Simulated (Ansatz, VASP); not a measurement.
# Si3O2: VASP beside Ansatz

```
Si O
1.0
     3.36731    0.00000    0.00000
     0.00000    3.36731    0.00000
     0.00000    0.00000    5.49595
Si O
3 2
Direct
  0.50000 0.50000 0.33161
  0.50000 0.50000 0.90234
  0.00000 0.00000 0.72143
  0.50000 0.00000 0.43363
  0.00000 0.50000 0.43363
```

Alike in both runs: task relaxation of cell and atoms; functional PBE; k mesh 12 × 12 × 8; occupations gaussian, width 0.1 eV; no spin polarisation.

```csv
,VASP,Ansatz
version,VASP 6.6.1,Ansatz 0.2.0
potentials or method,"VASP PAW PBE potentials, release 64 (Si, O), cutoff 600 eV","scalar-relativistic, plane waves, PAW"
valence electrons in the cell,24,24
```

|  | VASP | Ansatz | Ansatz less VASP |
| --- | --- | --- | --- |
| gap on the k mesh at the Fermi level, each at its own relaxed structure (eV) | none | none | - |
| relaxed volume (Å³/atom) | 12.41 | 12.43 | +0.017 |
| relaxed length of the cell vector where the two differ most in proportion (Å) | 5.472 | 5.478 | +0.0061 |

A gap of «none» marks a metal or a gap that the smearing closes.
